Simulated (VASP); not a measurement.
A run of VASP 6.6.1 is set up as follows.

File INCAR:

```
SYSTEM = NaCl
ALGO = Normal
EDIFF = 1E-7
ENCUT = 520
GGA = PS
ISIF = 2
ISMEAR = -1
LASPH = .TRUE.
LCHARG = .FALSE.
LREAL = .FALSE.
LWAVE = .FALSE.
NBANDS = 14
NELM = 100
PREC = Accurate
SIGMA = 0.05
```

Contents of KPOINTS:

```
k-points
0
G
  8 8 8
  0 0 0
```

POSCAR

```
NaCl
1.0
    0.0000000000      2.7940632177      2.7940632177
    2.7940632177      0.0000000000      2.7940632177
    2.7940632177      2.7940632177      0.0000000000
Cl Na
1 1
Direct
    0.5000000000      0.5000000000      0.5000000000
    0.0000000000      0.0000000000      0.0000000000
```

Potentials or basis: VASP PAW PBE potentials, release 64 (Cl, Na_pv).

Launch:

```console
$ cat potpaw_PBE.64/Cl/POTCAR potpaw_PBE.64/Na_pv/POTCAR > POTCAR
$ mpirun -np 1 vasp_std > vasp.out
```

What does it give for the pressure?

0.2 GPa.

Predict the band gap on the k mesh.

5.04 eV, direct.

Caveat: the PAW data sets were made with another functional, which shifts forces and pressure a little. A hybrid or GW would open this gap; PBEsol tends to underestimate it.
